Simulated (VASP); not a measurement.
Wanted: the native input for a VASP 6.6.1 run.

| Item | Value |
| --- | --- |
| Task | single point |
| Functional | PBE |
| Potentials or basis | VASP PAW PBE potentials, release 64 (Al, C) |
| Cutoff | 600 eV |
| k mesh | 6 × 6 × 2 |
| Occupations | gaussian, width 0.1 eV |
| Spin | collinear spin |
| Starting moments | [0.0, 0.0, 1.0, 1.0] μB |
| Dipole correction | no |
| Further INCAR settings | ALGO = Normal; EDIFF = 1e-06; NBANDS = 19 |

The structure of AlC lies in POSCAR:

```
AlC
1.0
    2.7181084100      0.0000000000      0.0000000000
    0.0000000000      2.7181084100      0.0000000000
    0.0000000000      0.0000000000      7.6126025500
Al C
2 2
Direct
    0.0000000000      0.5000000000      0.8834880000
    0.5000000000      0.0000000000      0.1165120000
    0.0000000000      0.5000000000      0.3732514100
    0.5000000000      0.0000000000      0.6267485900
```

The cell was built from a structure type or drawn by symmetry, and may not be a known phase.

These files were run (other wordings do the same):

INCAR

```
SYSTEM = AlC
  PREC = Accurate
  ENCUT = 600
  EDIFF = 1E-6
  ISMEAR = 0
  SIGMA = 0.1
  LREAL = .FALSE.
  LASPH = .TRUE.
  NELM = 200
  ALGO = Normal
  ISIF = 2
  LWAVE = .FALSE.
  LCHARG = .FALSE.
  ISPIN = 2
  MAGMOM = 0 0 1 1
  LORBIT = 11
  GGA = PE
  NBANDS = 19
  GGA_COMPAT = .FALSE.
```

KPOINTS

```
Automatic mesh
0
G
  6 6 2
  0 0 0
```

Potentials or basis: VASP PAW PBE potentials, release 64 (Al, C).

The run is started by

```bash
$ cat potpaw_PBE.64/Al/POTCAR potpaw_PBE.64/C/POTCAR > POTCAR
$ mpirun -np 1 vasp_std > vasp.out
```

Results of the run:

```yaml
Pressure: -10.6 GPa
Largest_force: 2.698 eV/Å
Band_gap_on_the_k_mesh: zero (filled and empty bands overlap)
Net_moment: 0.00 μB per cell
Valence_electrons_inside_the_program's_atomic_spheres: Al 0.78; C 1.98
```

Caveat: the k points lie up to 0.41 Å⁻¹ apart, too coarse for converged energies and pressures of a metal; forces of over 1 eV/Å act on the atoms, so gaps and moduli don't describe the material at rest.

Run time: 81 s on 1 thread of Intel Xeon 8259CL, with other jobs on the host, peak memory 0.22 GiB.
